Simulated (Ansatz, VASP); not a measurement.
## Two plane-wave programs on Si2N

```xyz
6
Lattice="6.3972 0.0000 0.0000 0.0000 6.3972 0.0000 0.0000 0.0000 2.5435" Properties=species:S:1:pos:R:3 pbc="T T T"
Si    2.2417    2.2417    0.0000
Si    4.1556    4.1556    0.0000
Si    5.4403    0.9569    1.2718
Si    0.9569    5.4403    1.2718
N     0.0000    0.0000    0.0000
N     3.1986    3.1986    1.2718
```

Alike in both runs: functional PBEsol; k mesh 6 × 6 × 14; occupations gaussian, width 0.1 eV; no spin polarisation.

Ansatz relaxed the structure, and its values are those at the end. VASP's run is a single point on that final structure, the one shown.

|  | VASP | Ansatz |
| --- | --- | --- |
| version | VASP 6.6.1 | Ansatz 0.2.0 |
| potentials or method | VASP PAW PBE potentials, release 64 (Si, N), cutoff 520 eV | scalar-relativistic, plane waves, PAW |
| valence electrons in the cell | 26 | 26 |

|  | VASP | Ansatz | Ansatz less VASP |
| --- | --- | --- | --- |
| gap on the k mesh at the Fermi level (eV) | none | none | - |
| pressure (GPa) | 0.1 | 0.0 | -0.08 |
| rms of the force components (eV/Å) | 0.004 | 0.001 | -0.0032 |

VASP's potentials were made for PBE, not for PBEsol. A gap of «none» marks a metal or a gap that the smearing closes.
